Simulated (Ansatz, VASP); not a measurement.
**C in VASP and in Ansatz**

```xyz
2
Lattice="2.1361 -1.2333 0.0000 2.1361 1.2333 0.0000 -0.2395 0.0000 4.1228" Properties=species:S:1:pos:R:3 pbc="T T T"
C     1.4241    0.0000    0.0000
C     2.6086    0.0000    4.1228
```

Change from the starting cell: the structure that the rattled cell fell into.

Alike in both runs: task relaxation of cell and atoms; functional PBE; k mesh 12 × 12 × 8; occupations gaussian, width 0.02 eV; no spin polarisation.

|  | VASP | Ansatz |
| --- | --- | --- |
| version | VASP 6.6.1 | Ansatz 0.2.0 |
| potentials or method | VASP PAW PBE potentials, release 64 (C), cutoff 600 eV | scalar-relativistic, plane waves, PAW |
| valence electrons in the cell | 8 | 8 |

|  | VASP | Ansatz | Ansatz less VASP |
| --- | --- | --- | --- |
| gap on the k mesh at the Fermi level, each at its own relaxed structure (eV) | none | none | - |
| relaxed volume (Å³/atom) | 10.86 | 11.21 | +0.343 |
| relaxed cell length with the largest relative difference (Å) | 4.129 | 4.264 | +0.1349 |

A gap of «none» marks a metal or a gap that the smearing closes.
